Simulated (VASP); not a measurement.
Crystal: CdIn2O2.

```
Cd In O
1.0
    -3.10000    4.60000    3.10000
     3.10000   -4.60000    3.10000
     3.10000    4.60000   -3.10000
Cd In O
2 4 4
Direct
  0.25000 0.25000 0.00000
  0.75000 0.75000 0.00000
  0.15200 0.46500 0.61700
  0.34800 0.96500 0.31300
  0.65200 0.03500 0.68700
  0.84800 0.53500 0.38300
  0.12000 0.82000 0.94000
  0.62000 0.68000 0.30000
  0.38000 0.32000 0.70000
  0.88000 0.18000 0.06000
```

| Item | Value |
| --- | --- |
| Program | VASP 6.6.1 |
| Task | relaxation of cell and atoms |
| Functional | PBE |
| Potentials or basis | VASP PAW PBE potentials, release 64 (Cd, In_d, O) |
| Cutoff | 600 eV |
| k mesh | 3 × 3 × 3 |
| Occupations | gaussian, width 0.15 eV |
| Spin | no spin polarisation |

At the start: pressure 7.7 GPa; volume 17.68 Å³/atom.

Q: Where does the relaxation end?

A: Over 18 steps the energy falls by 167.1 meV/atom and the volume is 20.09 Å³/atom (+13.6 %); space group Ibam (No. 72, to 0.1 Å) before and after.

The path:
| step | energy change (eV) | largest force (eV/Å) | pressure (GPa) | volume (Å³) |
| --- | --- | --- | --- | --- |
| 1 | 0.0000 | 0.8444 | 7.72 | 176.82 |
| 2 | -0.5142 | 0.6167 | -1.64 | 199.53 |
| 3 | -0.5200 | 0.6274 | -0.87 | 196.92 |
| 4 | -0.6488 | 0.5217 | -0.50 | 196.60 |
| 5 | -0.8545 | 0.7619 | 1.09 | 195.58 |
| 6 | -0.9612 | 0.6946 | 0.41 | 197.60 |
| 7 | -1.1750 | 0.5405 | -1.46 | 203.60 |
| 8 | -1.0996 | 0.3318 | -4.54 | 215.29 |
| 9 | -1.2228 | 0.4639 | -2.62 | 207.52 |
| 10 | -1.3072 | 0.4156 | -2.19 | 206.08 |
| 11 | -1.4588 | 0.3002 | -0.67 | 201.76 |
| 12 | -1.4693 | 0.3673 | 0.03 | 199.99 |
| 13 | -1.5581 | 0.2744 | 0.36 | 199.11 |
| 14 | -1.6166 | 0.3022 | 1.12 | 197.63 |
| 15 | -1.6500 | 0.1828 | -0.01 | 200.72 |
| 16 | -1.6550 | 0.1605 | -0.56 | 202.42 |
| 17 | -1.6675 | 0.1045 | -0.19 | 201.57 |
| 18 | -1.6708 | 0.0541 | 0.12 | 200.86 |

Final structure:
```xyz
10
Lattice="-3.0790 5.1191 3.1859 3.0790 -5.1191 3.1859 3.0790 5.1191 -3.1859" Properties=species:S:1:pos:R:3 pbc="T T T"
Cd    0.0000    0.0000    1.5930
Cd    0.0000    0.0000    4.7789
In    3.3236    1.5573    0.0000
In    0.2445    3.5617    0.0000
In    2.8345    1.5573    3.1859
In   -0.2445    3.5617    3.1859
O     2.4666   -3.6400    3.1859
O     0.6124    1.4790    3.1859
O     2.4666    3.6400    0.0000
O     0.6124    8.7591    0.0000
```

Caveat: the relaxation stopped at a loose force limit of 0.08 eV/Å, so its end isn't a converged minimum.
